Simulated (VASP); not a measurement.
# InSb (F-43m) in VASP: further runs

Aim: see how the results for InSb move with the level of theory and the settings. Levels: r2SCAN+D3(BJ), PBE. Tasks: single point.

Everything below comes from runs of VASP 6.6.1. Logs are shortened: lines on timing, memory, paths and dates and some standing lists are left out, and cuts for length are marked.

**Experimental background.**

“Electronic Structure and Epitaxy of CdTe Shells on InSb Nanowires”, 2021, arxiv:2111.05126 quotes, for a bulk crystal of InSb: band gap 0.24 eV.

How close the calculation comes is told below.

**1. The cell of the first run**

It takes space group F-43m (No. 216, cubic). Conventional cell: a = 6.526 Å, b = 6.526 Å, c = 6.526 Å, α = 90.00°, β = 90.00°, γ = 90.00°. In (site symmetry -43m) has 4 Sb at 2.83 Å within 3.7 Å. Within 3.7 Å of Sb (site symmetry -43m) lie 4 In at 2.83 Å.

**2. Single point, r2SCAN+D3(BJ) (34.74 Å³/atom)**

The input, POSCAR:

```
InSb
1.0
    0.0000000000      3.2630203745      3.2630203745
    3.2630203745      0.0000000000      3.2630203745
    3.2630203745      3.2630203745      0.0000000000
In Sb
1 1
Direct
    0.0000000000      0.0000000000      0.0000000000
    0.7500000000      0.7500000000      0.7500000000
```

The input, INCAR.step1:

```
SYSTEM = InSb
  PREC = Accurate
  ENCUT = 550
  ISMEAR = 0
  SIGMA = 0.05
  LREAL = .FALSE.
  LASPH = .TRUE.
  NELM = 120
  NBANDS = 16
  GGA = PE
  ALGO = Normal
  EDIFF = 1E-5
  LWAVE = .TRUE.
  LCHARG = .FALSE.
  GGA_COMPAT = .FALSE.
```

The input, INCAR.step2:

```
SYSTEM = InSb
  PREC = Accurate
  ENCUT = 550
  EDIFF = 1E-6
  ISMEAR = 0
  SIGMA = 0.05
  LREAL = .FALSE.
  LASPH = .TRUE.
  NELM = 120
  ALGO = Normal
  ISIF = 2
  LWAVE = .FALSE.
  LCHARG = .FALSE.
  METAGGA = R2SCAN
  LMIXTAU = .TRUE.
  IVDW = 12
  VDW_S6 = 1.0
  VDW_S8 = 0.78981345
  VDW_A1 = 0.49484001
  VDW_A2 = 5.73083694
  NBANDS = 16
  ISTART = 1
  GGA_COMPAT = .FALSE.
```

The input, KPOINTS:

```
regular mesh
0
G
  6 6 6
  0 0 0
```

Potentials or basis: VASP PAW PBE potentials, release 64 (In_d, Sb).

Run with:

```sh
cat potpaw_PBE.64/In_d/POTCAR potpaw_PBE.64/Sb/POTCAR > POTCAR
cp INCAR.step1 INCAR
mpirun -np 1 vasp_std > vasp.out
cp INCAR.step2 INCAR
mpirun -np 1 vasp_std > vasp.out
```

OUTCAR:

```text
SYSTEM = InSb
   PREC = Accurate
   ENCUT = 550
   EDIFF = 1E-6
   ISMEAR = 0
   LREAL = .FALSE.
   LASPH = .TRUE.
   NELM = 120
   ISIF = 2
   METAGGA = R2SCAN
   IVDW = 12
   ISTART = 1
 IVDW          = 12

 ion  position               nearest neighbor table
   1  0.000  0.000  0.000-   2 2.83   2 2.83   2 2.83   2 2.83
   2  0.750  0.750  0.750-   1 2.83   1 2.83   1 2.83   1 2.83

  LATTYP: Found a face centered cubic cell.
 ALAT       =     6.5260407490

  Lattice vectors:

 A1 = (   0.0000000000,   3.2630203745,   3.2630203745)
 A2 = (   3.2630203745,   0.0000000000,   3.2630203745)
 A3 = (   3.2630203745,   3.2630203745,   0.0000000000)

Analysis of symmetry for initial positions (statically):
=====================================================================
 Subroutine PRICEL returns:
 Original cell was already a primitive cell.

 Routine SETGRP: Setting up the symmetry group for a
 face centered cubic supercell.

 Subroutine GETGRP returns: Found 24 space group operations
 (whereof 24 operations were pure point group operations)
 out of a pool of 48 trial point group operations.

The static configuration has the point symmetry T_d .

Analysis of symmetry for dynamics (positions and initial velocities):
=====================================================================
 Subroutine PRICEL returns:
 Original cell was already a primitive cell.

 Routine SETGRP: Setting up the symmetry group for a
 face centered cubic supercell.

 Subroutine GETGRP returns: Found 24 space group operations
 (whereof 24 operations were pure point group operations)
 out of a pool of 48 trial point group operations.

The dynamic configuration has the point symmetry T_d .

 Subroutine INISYM returns: Found 24 space group operations
 (whereof 24 operations are pure point group operations),
 and found     1 'primitive' translations

----------------------------------------------------------------------------------------

                                     Primitive cell

  volume of cell :      69.4847

  direct lattice vectors                    reciprocal lattice vectors
     0.000000000  3.263020374  3.263020374    -0.153232264  0.153232264  0.153232264
     3.263020374  0.000000000  3.263020374     0.153232264 -0.153232264  0.153232264
     3.263020374  3.263020374  0.000000000     0.153232264  0.153232264 -0.153232264

  length of vectors
     4.614607668  4.614607668  4.614607668     0.265406067  0.265406067  0.265406067

  position of ions in fractional coordinates (direct lattice)
     0.000000000  0.000000000  0.000000000
     0.750000000  0.750000000  0.750000000

  ion indices of the primitive-cell ions
   primitive index   ion index
                 1           1
                 2           2

----------------------------------------------------------------------------------------

 KPOINTS: regular mesh

Automatic generation of k-mesh.
 Grid dimensions read from file:
 generate k-points for:    6    6    6

 Generating k-lattice:

  Cartesian coordinates                     Fractional coordinates (reciprocal lattice)
    -0.025538711  0.025538711  0.025538711     0.166666667  0.000000000  0.000000000
     0.025538711 -0.025538711  0.025538711     0.000000000  0.166666667  0.000000000
     0.025538711  0.025538711 -0.025538711     0.000000000  0.000000000  0.166666667

  Length of vectors
     0.044234344  0.044234344  0.044234344

  Shift w.r.t. Gamma in fractional coordinates (k-lattice)
     0.000000000  0.000000000  0.000000000

 Subroutine IBZKPT returns following result:
 ===========================================

 Found     16 irreducible k-points:

 Following reciprocal coordinates:
            Coordinates               Weight
  0.000000  0.000000  0.000000      1.000000
  0.166667  0.000000  0.000000      8.000000
  0.333333  0.000000  0.000000      8.000000
  0.500000  0.000000  0.000000      4.000000
  0.166667  0.166667  0.000000      6.000000
  0.333333  0.166667  0.000000     24.000000
[... 8 lines left out ...]
 -0.333333  0.333333  0.166667     24.000000
 -0.333333  0.500000  0.166667     12.000000
   k-points           NKPTS =     16   k-points in BZ     NKDIM =     16   number of bands    NBANDS=     16
   number of dos      NEDOS =    301   number of ions     NIONS =      2
   total plane-waves  NPLWV =  46656
   dimension x,y,z NGX =    36 NGY =   36 NGZ =   36
   dimension x,y,z NGXF=    72 NGYF=   72 NGZF=   72
   ions per type =               1   1
   NGX,Y,Z   is equivalent  to a cutoff of  12.97, 12.97, 12.97 a.u.
   NGXF,Y,Z  is equivalent  to a cutoff of  25.94, 25.94, 25.94 a.u.
 SYSTEM =  InSb
   PREC   = accura    normal or accurate (medium, high low for compatibility)
   ISTART =      1    job   : 0-new  1-cont  2-samecut
   ICHARG =      0    charge: 1-file 2-atom 10-const
   ISPIN  =      1    spin polarized calculation?
   LNONCOLLINEAR =      F non collinear calculations
   LSORBIT =      F    spin-orbit coupling
   LASPH  =      T    aspherical Exc in radial PAW
   ENCUT  =  550.0 eV  40.42 Ry    6.36 a.u.   8.82  8.82  8.82*2*pi/ulx,y,z
   NELM   =    120;   NELMIN=  2; NELMDL=  0     # of ELM steps
   EDIFF  = 0.1E-05   stopping-criterion for ELM
   LREAL  =      F    real-space projection
   EDIFFG = 0.1E-04   stopping-criterion for IOM
   NSW    =      0    number of steps for IOM
   IBRION =     -1    ionic relax: 0-MD 1-quasi-New 2-CG
   NFREE  =      0    steps in history (QN), initial steepest desc. (CG)
   ISIF   =      2    stress and relaxation
   ISYM   =      2    0-nonsym 1-usesym 2-fastsym
   POTIM  = 0.5000    time-step for ionic-motion
   TEBEG  =    0.0;   TEEND  =   0.0 temperature during run
   PSTRESS=    0.0 pullay stress
   NELECT =      18.0000    total number of electrons
   NUPDOWN=      -1.0000    fix difference up-down
   EMIN   =  10.00;   EMAX   =-10.00  energy-range for DOS
   EFERMI =   0.00;   METHOD = LEGACY
   ISMEAR =     0;   SIGMA  =   0.05  broadening in eV -4-tet -1-fermi 0-gaus
   EFERMI_NEDOS =   21; number of points for ismear=-14 and -15
   IALGO  =     38    algorithm
   IMIX   =      4    mixing-type and parameters
     AMIX     =   0.40;   BMIX     =  1.00
     AMIX_MAG =   1.60;   BMIX_MAG =  1.00
  volume/ion in A,a.u.               =      34.74       234.45
  Fermi-wavevector in a.u.,A,eV,Ry     =   1.043604  1.972126 14.818242  1.089110
  Thomas-Fermi vector in A             =   2.178321
   LORBIT       =      0    0 simple, 1 ext, 2 COOP (PROOUT), +10 PAW based schemes
   METAGGA = R2SCAN    functional components
   LHFCALC =     F    Hartree Fock is set to
   AEXX    =    0.0000 exact exchange contribution
   IVDW    =    12    specifies the selected vdW correction
   LEPSILON=     F    determine dielectric tensor
   LRPA    =     F    only Hartree local field effects (RPA)
 non-spin polarized calculation
 Gauss-broadening in eV      SIGMA  =   0.05
  energy-cutoff  :      550.00
  volume of cell :       69.48
 maximum number of plane-waves:      2085
   NGX = 17   NGY = 17   NGZ = 17

 number of electron      17.9999995 magnetization

 Free energy of the ion-electron system (eV)
  ---------------------------------------------------
  ext. energy  EPLUGINS =         0.00000000
  ---------------------------------------------------
  free energy    TOTEN  =       -48.74648917 eV

  energy without entropy =      -48.74634367  energy(sigma->0) =      -48.74641642

 E-fermi :   4.7609     XC(G=0):  -9.1423

 val. band max:        4.6983289336   @ k =   0.0000   0.0000   0.0000
 cond. band min:       4.8032915742   @ k =   0.0000   0.0000   0.0000
 fundamental gap:      0.1049626406
 Fermi energy:         4.7608903850

 k-point     1 :       0.0000    0.0000    0.0000
  band No.  band energies     occupation
      1     -10.3611      2.00000
      2     -10.3611      2.00000
      3     -10.3610      2.00000
      4     -10.2658      2.00000
      5     -10.2658      2.00000
      6      -6.2808      2.00000
[... 8 lines left out ...]
     15      13.3542      0.00000
     16      13.3542      0.00000

 k-point     2 :       0.1667    0.0000    0.0000
  band No.  band energies     occupation
      1     -10.3729      2.00000
      2     -10.3555      2.00000
      3     -10.3555      2.00000
      4     -10.2660      2.00000
      5     -10.2660      2.00000
      6      -6.0256      2.00000
[... 8 lines left out ...]
     15      12.4182      0.00000
     16      12.4182      0.00000

 k-point     3 :       0.3333    0.0000    0.0000
  band No.  band energies     occupation
      1     -10.3962      2.00000
      2     -10.3456      2.00000
      3     -10.3456      2.00000
      4     -10.2654      2.00000
      5     -10.2654      2.00000
      6      -5.3668      2.00000
[... 8 lines left out ...]
     15      12.8537      0.00000
     16      12.8537      0.00000

 k-point     4 :       0.5000    0.0000    0.0000
  band No.  band energies     occupation
      1     -10.4076      2.00000
      2     -10.3414      2.00000
      3     -10.3414      2.00000
      4     -10.2643      2.00000
      5     -10.2643      2.00000
      6      -4.8864      2.00000
[... 8 lines left out ...]
     15      14.3822      0.00000
     16      14.3822      0.00000
[... 172 lines left out ...]
 k-point    14 :       0.5000    0.3333    0.1667
  band No.  band energies     occupation
      1     -10.4175      2.00000
      2     -10.3347      2.00000
      3     -10.3292      2.00000
      4     -10.2740      2.00000
      5     -10.2618      2.00000
      6      -4.8282      2.00000
[... 8 lines left out ...]
     15      13.9887      0.00000
     16      15.4681      0.00000

 k-point    15 :      -0.3333    0.3333    0.1667
  band No.  band energies     occupation
      1     -10.4229      2.00000
      2     -10.3334      2.00000
      3     -10.3243      2.00000
      4     -10.2726      2.00000
      5     -10.2636      2.00000
      6      -4.4300      2.00000
[... 8 lines left out ...]
     15      14.8394      0.00000
     16      15.2628      0.00000

 k-point    16 :      -0.3333    0.5000    0.1667
  band No.  band energies     occupation
      1     -10.4317      2.00000
      2     -10.3271      2.00000
      3     -10.3181      2.00000
      4     -10.2782      2.00000
      5     -10.2607      2.00000
      6      -4.2362      2.00000
[... 8 lines left out ...]
     15      14.8997      0.00000
     16      15.6848      0.00000

------------------------ aborting loop because EDIFF is reached ----------------------------------------

 Edisp (eV)   -0.31098

 E8    (eV) :    -0.1205

  FORCE on cell =-STRESS in cart. coord.  units (eV):
  Direction    XX          YY          ZZ          XY          YZ          ZX
  --------------------------------------------------------------------------------------
  -------------------------------------------------------------------------------------
  Total      -0.05590    -0.05590    -0.05590    -0.00000     0.00000    -0.00000
  in kB      -1.28904    -1.28904    -1.28904    -0.00000     0.00000    -0.00000
  external pressure =       -1.29 kB  Pullay stress =        0.00 kB

 VOLUME and BASIS-vectors are now :
 -----------------------------------------------------------------------------
  energy-cutoff  :      550.00
  volume of cell :       69.48
      direct lattice vectors                 reciprocal lattice vectors
     0.000000000  3.263020374  3.263020374    -0.153232264  0.153232264  0.153232264
     3.263020374  0.000000000  3.263020374     0.153232264 -0.153232264  0.153232264
     3.263020374  3.263020374  0.000000000     0.153232264  0.153232264 -0.153232264

 POSITION                                       TOTAL-FORCE (eV/Angst)
 -----------------------------------------------------------------------------------
      0.00000      0.00000      0.00000         0.000000     -0.000000      0.000000
      4.89453      4.89453      4.89453        -0.000000      0.000000     -0.000000
 -----------------------------------------------------------------------------------
    total drift:                               -0.000000     -0.000000     -0.000000

  FREE ENERGIE OF THE ION-ELECTRON SYSTEM (eV)
  ---------------------------------------------------
  free  energy   TOTEN  =       -49.0574738206 eV

  energy  without entropy=      -49.0573283269  energy(sigma->0) =      -49.05740107
```

It took 2.2 min on 1 thread of Intel Xeon 8259CL, shared host; peak memory 0.23 GiB.

Results:

```
Free energy                : -49.0575 eV
Pressure                   : -0.1 GPa
Band gap on the k mesh     : 0.10 eV
Dispersion energy per atom : -0.155 eV
```

Levels at points of the mesh, in eV from the valence-band top:
```csv
k point,band 7,band 8,band 9,band 10,band 11,band 12
"(0.00, 0.00, 0.00)",0.00,0.00,0.00,0.11,3.22,3.22
"(0.50, 0.00, 0.00)",-5.67,-1.02,-1.02,0.79,4.09,4.09
"(0.50, 0.50, 0.00)",-5.98,-2.28,-2.28,1.56,1.60,8.60
```

Caveat: three body term missing; the PAW data sets were made with another functional, which shifts forces and pressure a little; spin-orbit coupling is left out, which moves the levels of the heavy elements.

[end of part 1 of 2]
